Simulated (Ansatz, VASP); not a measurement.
**Two plane-wave programs on Ga5N6**

```xyz
11
Lattice="3.2163 0.0000 0.0000 0.0000 3.2163 0.0000 0.0000 0.0000 16.3712" Properties=species:S:1:pos:R:3 pbc="T T T"
N     0.0000    1.6081    2.5000
N     1.6081    0.0000    4.7742
N     0.0000    1.6081    7.0485
N     1.6081    0.0000    9.3227
N     0.0000    1.6081   11.5970
N     1.6081    0.0000   13.8712
Ga    1.6081    1.6081    3.6371
Ga    0.0000    0.0000    5.9114
Ga    1.6081    1.6081    8.1856
Ga    0.0000    0.0000   10.4598
Ga    1.6081    1.6081   12.7341
```

Alike in both runs: task single point; functional PBE; k mesh 8 × 8 × 1; occupations gaussian, width 0.05 eV; no spin polarisation.

|  | VASP | Ansatz |
| --- | --- | --- |
| version | VASP 6.6.1 | Ansatz 0.2.0 |
| potentials or method | VASP PAW PBE potentials, release 64 (N, Ga_d), cutoff 520 eV | scalar-relativistic, plane waves, PAW |
| valence electrons in the cell | 95 | 95 |

|  | VASP | Ansatz | Ansatz less VASP |
| --- | --- | --- | --- |
| gap on the k mesh at the Fermi level (eV) | none | none | - |
| rms of the force components (eV/Å) | 0.553 | 0.552 | -0.0010 |

A gap of «none» marks a metal or a gap that the smearing closes.
